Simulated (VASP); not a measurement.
# Si6HO12 (a cell with a defect) in VASP: single point with LDA

Aim: the single point of Si6HO12 (a cell with a defect) with LDA.

Everything below comes from runs of VASP 6.6.1. Logs are shortened: lines on timing, memory, paths and dates and some standing lists are left out, and cuts for length are marked.

### Step 1. The cell of the first run

The cell holds a defect, 19 atoms: a = 7.321 Å, b = 7.321 Å, c = 8.737 Å, α = 126.46°, β = 126.46°, γ = 38.85°.

### Step 2. Single point, LDA

INCAR

```
  PREC = Accurate
  ENCUT = 520
  EDIFF = 1E-6
  ISMEAR = -1
  SIGMA = 0.02
  LREAL = Auto
  LASPH = T
  NELM = 80
  ALGO = Normal
  ISIF = 2
  LWAVE = F
  LCHARG = F
  NBANDS = 64
  NELECT = 96.0
```

KPOINTS

```
regular mesh
0
Gamma
  2 2 2
```

POSCAR

```
Si6HO12
1.0
    6.9039970000     -2.4346000000      0.0000000000
    6.9039970000      2.4346000000      0.0000000000
   -5.5056060000      0.0000000000      6.7841890000
Si O H
6 12 1
Direct
    0.0234398186      1.0016863478      0.7579953919
    0.9765723335     -0.0032276337      0.2407556747
    0.9181259925      0.4261055374      0.1588739642
    0.5764366218      0.0883946437      0.3479538969
    0.0817521582      0.5727367142      0.8398412839
    0.4233429813      0.9103954745      0.6508265026
    0.2179921987      0.3649128428      0.3242568861
    0.6324149941      0.7785100405      0.2067247832
    0.7817823308      0.6341831359      0.6745034668
    0.3671711348      0.2202964942      0.7919839792
    0.9355148522      0.3014640841      0.9379650243
    0.7396606102      0.0699735979      0.5728152621
    0.0641587600      0.6972693326      0.0606974540
    0.2602836620      0.9284365414      0.4259076509
    0.8991743349      0.1987434633      0.1430402366
    0.6963411566      0.1493901174      0.2903384620
    0.1023692825      0.7987740308      0.8557983865
    0.3035378278      0.8493552105      0.7084482758
    1.0026220016     -0.0019364475      1.0002384957
```

Potentials or basis: VASP PAW LDA potentials, release 64 (Si, O, H).

The run is started by

```sh
> cat potpaw_LDA.64/Si/POTCAR potpaw_LDA.64/O/POTCAR potpaw_LDA.64/H/POTCAR > POTCAR
> mpirun -np 1 vasp_std > vasp.out
```

OUTCAR:

```text
PREC = Accurate
   ENCUT = 520
   EDIFF = 1E-6
   ISMEAR = -1
   LREAL = Auto
   LASPH = T
   NELM = 80
   ISIF = 2
   NELECT = 96.0

 ion  position               nearest neighbor table
   1  0.023  0.002  0.758-  12 1.59  18 1.60  11 1.61  17 1.69   3 3.01   6 3.06   4 3.08
   2  0.977  0.997  0.241-  14 1.59  16 1.60  13 1.61  15 1.69   5 3.01   4 3.06   6 3.08
   3  0.918  0.426  0.159-   8 1.60   7 1.60  11 1.61  15 1.69   4 2.98   4 3.00   1 3.01
   4  0.576  0.088  0.348-  12 1.61   7 1.61  16 1.62   8 1.63   3 2.98   3 3.00   2 3.06   1 3.08

   5  0.082  0.573  0.840-  10 1.60   9 1.60  13 1.61  17 1.69   6 2.98   6 3.00   2 3.01
   6  0.423  0.910  0.651-  14 1.61   9 1.61  18 1.62  10 1.63   5 2.98   5 3.00   1 3.06   2 3.08

   7  0.218  0.365  0.324-   3 1.60   4 1.61
   8  0.632  0.779  0.207-   3 1.60   4 1.63
   9  0.782  0.634  0.675-   5 1.60   6 1.61
  10  0.367  0.220  0.792-   5 1.60   6 1.63
  11  0.936  0.301  0.938-   3 1.61   1 1.61
  12  0.740  0.070  0.573-   1 1.59   4 1.61
  13  0.064  0.697  0.061-   5 1.61   2 1.61
  14  0.260  0.928  0.426-   2 1.59   6 1.61
  15  0.899  0.199  0.143-  19 1.22   2 1.69   3 1.69
  16  0.696  0.149  0.290-   2 1.60   4 1.62
  17  0.102  0.799  0.856-  19 1.23   1 1.69   5 1.69
  18  0.304  0.849  0.708-   1 1.60   6 1.62
  19  0.003  0.998  0.000-  15 1.22  17 1.23

  LATTYP: Found a base centered monoclinic cell.
 ALAT       =    13.8079940000
 B/A-ratio  =     0.3526363062
 C/A-ratio  =     0.6327566539
 COS(beta)  =    -0.6301411165

  Lattice vectors:

 A1 = (   6.9039970000,  -2.4346000000,   0.0000000000)
 A2 = (   6.9039970000,   2.4346000000,   0.0000000000)
 A3 = (  -5.5056060000,   0.0000000000,   6.7841890000)

Analysis of symmetry for initial positions (statically):
=====================================================================
 Subroutine PRICEL returns:
 Original cell was already a primitive cell.

 Routine SETGRP: Setting up the symmetry group for a
 base centered monoclinic supercell.

 Subroutine GETGRP returns: Found  1 space group operations
 (whereof  1 operations were pure point group operations)
 out of a pool of  4 trial point group operations.

The static configuration has the point symmetry C_1 .

Analysis of symmetry for dynamics (positions and initial velocities):
=====================================================================
 Subroutine PRICEL returns:
 Original cell was already a primitive cell.

 Routine SETGRP: Setting up the symmetry group for a
 base centered monoclinic supercell.

 Subroutine GETGRP returns: Found  1 space group operations
 (whereof  1 operations were pure point group operations)
 out of a pool of  4 trial point group operations.

The dynamic configuration has the point symmetry C_1 .

 Subroutine INISYM returns: Found  1 space group operations
 (whereof  1 operations are pure point group operations),
 and found     1 'primitive' translations

----------------------------------------------------------------------------------------

                                     Primitive cell

  volume of cell :     228.0637

  direct lattice vectors                    reciprocal lattice vectors
     6.903997000 -2.434600000  0.000000000     0.072421816 -0.205372546  0.058772830
     6.903997000  2.434600000  0.000000000     0.072421816  0.205372546  0.058772830
    -5.505606000  0.000000000  6.784189000     0.000000000  0.000000000  0.147401554

  length of vectors
     7.320686562  7.320686562  8.737100080     0.225559410  0.225559410  0.147401554

  position of ions in fractional coordinates (direct lattice)
     0.023439819  0.001686348  0.757995392
     0.976572334  0.996772366  0.240755675
     0.918125993  0.426105537  0.158873964
     0.576436622  0.088394644  0.347953897
     0.081752158  0.572736714  0.839841284
     0.423342981  0.910395474  0.650826503
[... 11 lines left out ...]
     0.303537828  0.849355211  0.708448276
     0.002622002  0.998063552  0.000238496

  ion indices of the primitive-cell ions
   primitive index   ion index
                 1           1
                 2           2
                 3           3
                 4           4
                 5           5
                 6           6
[... 11 lines left out ...]
                18          18
                19          19

----------------------------------------------------------------------------------------

 KPOINTS: regular mesh

Automatic generation of k-mesh.
 Grid dimensions read from file:
 generate k-points for:    2    2    2

 Generating k-lattice:

  Cartesian coordinates                     Fractional coordinates (reciprocal lattice)
     0.036210908 -0.102686273  0.029386415     0.500000000  0.000000000  0.000000000
     0.036210908  0.102686273  0.029386415     0.000000000  0.500000000  0.000000000
     0.000000000  0.000000000  0.073700777     0.000000000  0.000000000  0.500000000

  Length of vectors
     0.112779705  0.112779705  0.073700777

  Shift w.r.t. Gamma in fractional coordinates (k-lattice)
     0.000000000  0.000000000  0.000000000

 Subroutine IBZKPT returns following result:
 ===========================================

 Found      8 irreducible k-points:

 Following reciprocal coordinates:
            Coordinates               Weight
  0.000000  0.000000  0.000000      1.000000
  0.500000 -0.000000  0.000000      1.000000
 -0.000000  0.500000  0.000000      1.000000
  0.500000  0.500000  0.000000      1.000000
  0.000000  0.000000  0.500000      1.000000
  0.500000 -0.000000  0.500000      1.000000
 -0.000000  0.500000  0.500000      1.000000
  0.500000  0.500000  0.500000      1.000000
   k-points           NKPTS =      8   k-points in BZ     NKDIM =      8   number of bands    NBANDS=     64
   number of dos      NEDOS =    301   number of ions     NIONS =     19
   total plane-waves  NPLWV = 204120
   dimension x,y,z NGX =    54 NGY =   54 NGZ =   70
   dimension x,y,z NGXF=   108 NGYF=  108 NGZF=  140
   ions per type =               6  12   1
   NGX,Y,Z   is equivalent  to a cutoff of  12.26, 12.26, 13.32 a.u.
   NGXF,Y,Z  is equivalent  to a cutoff of  24.53, 24.53, 26.64 a.u.
 SYSTEM =  unknown system
   PREC   = accura    normal or accurate (medium, high low for compatibility)
   ISTART =      0    job   : 0-new  1-cont  2-samecut
   ICHARG =      2    charge: 1-file 2-atom 10-const
   ISPIN  =      1    spin polarized calculation?
   LNONCOLLINEAR =      F non collinear calculations
   LSORBIT =      F    spin-orbit coupling
   LASPH  =      T    aspherical Exc in radial PAW
   ENCUT  =  520.0 eV  38.22 Ry    6.18 a.u.  13.61 13.61 16.25*2*pi/ulx,y,z
   NELM   =     80;   NELMIN=  2; NELMDL= -5     # of ELM steps
   EDIFF  = 0.1E-05   stopping-criterion for ELM
   LREAL  =      T    real-space projection
   EDIFFG = 0.1E-04   stopping-criterion for IOM
   NSW    =      0    number of steps for IOM
   IBRION =     -1    ionic relax: 0-MD 1-quasi-New 2-CG
   NFREE  =      0    steps in history (QN), initial steepest desc. (CG)
   ISIF   =      2    stress and relaxation
   ISYM   =      2    0-nonsym 1-usesym 2-fastsym
   POTIM  = 0.5000    time-step for ionic-motion
   TEBEG  =    0.0;   TEEND  =   0.0 temperature during run
   PSTRESS=    0.0 pullay stress
   NELECT =      96.0000    total number of electrons
   NUPDOWN=      -1.0000    fix difference up-down
   EMIN   =  10.00;   EMAX   =-10.00  energy-range for DOS
   EFERMI =   0.00;   METHOD = LEGACY
   ISMEAR =    -1;   SIGMA  =   0.02  broadening in eV -4-tet -1-fermi 0-gaus
   EFERMI_NEDOS =   21; number of points for ismear=-14 and -15
   IALGO  =     38    algorithm
   IMIX   =      4    mixing-type and parameters
     AMIX     =   0.40;   BMIX     =  1.00
     AMIX_MAG =   1.60;   BMIX_MAG =  1.00
  volume/ion in A,a.u.               =      12.00        81.00
  Fermi-wavevector in a.u.,A,eV,Ry     =   1.226911  2.318526 20.481007  1.505312
  Thomas-Fermi vector in A             =   2.361894
   LORBIT       =      0    0 simple, 1 ext, 2 COOP (PROOUT), +10 PAW based schemes
   GGA     = CA    functional components
   LHFCALC =     F    Hartree Fock is set to
   AEXX    =    0.0000 exact exchange contribution
   IVDW    =     0    specifies the selected vdW correction
   LEPSILON=     F    determine dielectric tensor
   LRPA    =     F    only Hartree local field effects (RPA)
 non-spin polarized calculation
  energy-cutoff  :      520.00
  volume of cell :      228.06
 maximum number of plane-waves:      6156
   NGX = 27   NGY = 27   NGZ = 33

 number of electron      96.0000012 magnetization

 Free energy of the ion-electron system (eV)
  ---------------------------------------------------
  ext. energy  EPLUGINS =         0.00000000
  ---------------------------------------------------
  free energy    TOTEN  =      -162.17264373 eV

  energy without entropy =     -162.17264373  energy(sigma->0) =     -162.17264373

 E-fermi :   1.3422     XC(G=0):  -9.7444

 val. band max:        0.8440287529   @ k =  -0.0000   0.5000   0.5000
 cond. band min:       6.3775508648   @ k =   0.0000   0.0000   0.0000
 fundamental gap:      5.5335221120
 Fermi energy:         1.3421803772

 k-point     1 :       0.0000    0.0000    0.0000
  band No.  band energies     occupation
      1     -18.9403      2.00000
      2     -17.7774      2.00000
      3     -17.5687      2.00000
      4     -17.4246      2.00000
      5     -16.8976      2.00000
      6     -16.7461      2.00000
[... 52 lines left out ...]
     59      10.8639      0.00000
     60      11.2241      0.00000

 k-point     2 :       0.5000   -0.0000    0.0000
  band No.  band energies     occupation
      1     -18.8255      2.00000
      2     -17.5279      2.00000
      3     -17.4572      2.00000
      4     -17.2805      2.00000
      5     -17.2555      2.00000
      6     -16.8063      2.00000
[... 367 lines left out ...]
     59      10.9612      0.00000
     60      11.1341      0.00000

 k-point     8 :       0.5000    0.5000    0.5000
  band No.  band energies     occupation
      1     -18.8705      2.00000
      2     -17.9946      2.00000
      3     -17.5284      2.00000
      4     -17.4899      2.00000
      5     -16.7111      2.00000
      6     -16.5493      2.00000
[... 52 lines left out ...]
     59      10.8762      0.00000
     60      11.1434      0.00000
 [bands above 60 left out]

------------------------ aborting loop because EDIFF is reached ----------------------------------------

  FORCE on cell =-STRESS in cart. coord.  units (eV):
  Direction    XX          YY          ZZ          XY          YZ          ZX
  --------------------------------------------------------------------------------------
  -------------------------------------------------------------------------------------
  Total      -13.7065949     -9.9850050     -6.5882875     -1.6750813     -0.2230187      0.7845337
  in kB      -96.2906270    -70.1459695    -46.2835837    -11.7676661     -1.5667358      5.5114524
  external PRESSURE =     -70.9067267 kB  Pullay stress =       0.0000000 kB

 VOLUME and BASIS-vectors are now :
 -----------------------------------------------------------------------------
  energy-cutoff  :      520.00
  volume of cell :      228.06
      direct lattice vectors                 reciprocal lattice vectors
     6.903997000 -2.434600000  0.000000000     0.072421816 -0.205372546  0.058772830
     6.903997000  2.434600000  0.000000000     0.072421816  0.205372546  0.058772830
    -5.505606000  0.000000000  6.784189000     0.000000000  0.000000000  0.147401554

 POSITION                                       TOTAL-FORCE (eV/Angst)
 -----------------------------------------------------------------------------------
     -3.99975     -0.05296      5.14238        -0.020299     -0.011664     -0.007292
     12.29846      0.04918      1.63333         0.025137      0.025819      0.005320
      8.40587     -1.19787      1.07783        -0.029695      0.042810      0.009716
      2.67430     -1.18819      2.36058        -0.004562      0.041100      0.028350
     -0.10525      1.19535      5.69764         0.014817     -0.040808     -0.009184
      5.62493      1.18578      4.41533         0.010594     -0.043315     -0.027250
[... 11 lines left out ...]
      4.05913      1.32885      4.80625         0.011634     -0.025835     -0.005870
      6.90742      2.42350      0.00162        -0.009257      0.016431     -0.016783
 -----------------------------------------------------------------------------------
    total drift:                                0.000987      0.001009      0.002650

  FREE ENERGIE OF THE ION-ELECTRON SYSTEM (eV)
  ---------------------------------------------------
  free  energy   TOTEN  =      -162.1726437328 eV

  energy  without entropy=     -162.1726437328  energy(sigma->0) =     -162.17264373
```

It took 3.1 min on 1 thread of Intel Xeon 6975P-C (Granite Rapids), shared host; peak memory 0.38 GiB.

What came out:

* Free energy: -162.1726 eV
* Largest force: 0.054 eV/Å

Forces in eV/Å, atoms in the order of the input:
```
Si  -0.020 -0.012 -0.007
Si   0.025  0.026  0.005
Si  -0.030  0.043  0.010
Si  -0.005  0.041  0.028
Si   0.015 -0.041 -0.009
Si   0.011 -0.043 -0.027
O    0.007  0.010  0.015
O   -0.009  0.030 -0.007
O   -0.002 -0.016 -0.016
O    0.011 -0.035  0.008
O    0.019  0.005 -0.005
O   -0.006 -0.006 -0.014
O   -0.015 -0.015 -0.006
O    0.005 -0.001  0.021
O    0.007  0.022  0.049
O   -0.018  0.025  0.006
O    0.003 -0.025 -0.028
O    0.012 -0.026 -0.006
H   -0.009  0.016 -0.017
```

Levels at points of the mesh, in eV from the Fermi level:
```tsv
k point	band 46	band 47	band 48	band 49	band 50	band 51
(0.00, 0.00, 0.00)	-0.95	-0.94	-0.64	5.04	7.79	7.93
(0.50, 0.00, 0.00)	-1.01	-0.68	-0.50	7.02	7.51	8.13
(0.00, 0.50, 0.00)	-0.91	-0.65	-0.61	7.24	7.67	8.07
(0.50, 0.50, 0.00)	-0.74	-0.55	-0.52	6.96	6.98	7.15
(0.00, 0.00, 0.50)	-0.96	-0.59	-0.58	6.24	6.32	7.98
(0.50, 0.00, 0.50)	-0.83	-0.69	-0.63	7.35	7.52	8.07
(0.00, 0.50, 0.50)	-1.02	-0.79	-0.50	7.29	7.63	7.90
(0.50, 0.50, 0.50)	-1.00	-0.91	-0.69	6.30	6.45	8.09
```

Caveat: the k points lie up to 0.71 Å⁻¹ apart; the cell carries a net charge on a neutralising background, which shifts energy and pressure; the cell is charged against a uniform background, so pressure and absolute levels hang on convention.
